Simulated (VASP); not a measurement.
A run of VASP 6.6.1 is set up as follows.

File INCAR:

```
ALGO = Fast ; EDIFF = 1E-6
ENCUT = 520 ; GGA = PE
ISIF = 2 ; ISMEAR = -1
LASPH = True ; LCHARG = False
LREAL = False ; LWAVE = False
NBANDS = 7 ; NELM = 100
PREC = Accurate ; SIGMA = 0.1
```

File KPOINTS:

```
k-points
0
Gamma
  12 12 12
```

Contents of POSCAR:

```
Be
1.0
   -1.2531209513      1.2531209513      1.2531209513
    1.2531209513     -1.2531209513      1.2531209513
    1.2531209513      1.2531209513     -1.2531209513
Be
1
Direct
    0.0000000000      0.0000000000      0.0000000000
```

Potentials or basis: VASP PAW PBE potentials, release 64 (Be).

Command:

```sh
$ cat potpaw_PBE.64/Be/POTCAR > POTCAR
$ mpirun -np 1 vasp_std > vasp.out
```

(1) Estimate the pressure.

(2) Estimate the band gap on the k mesh.

## Answers

(1) -0.3 GPa.

(2) zero (bands 1 and 2 overlap by 5.32 eV).
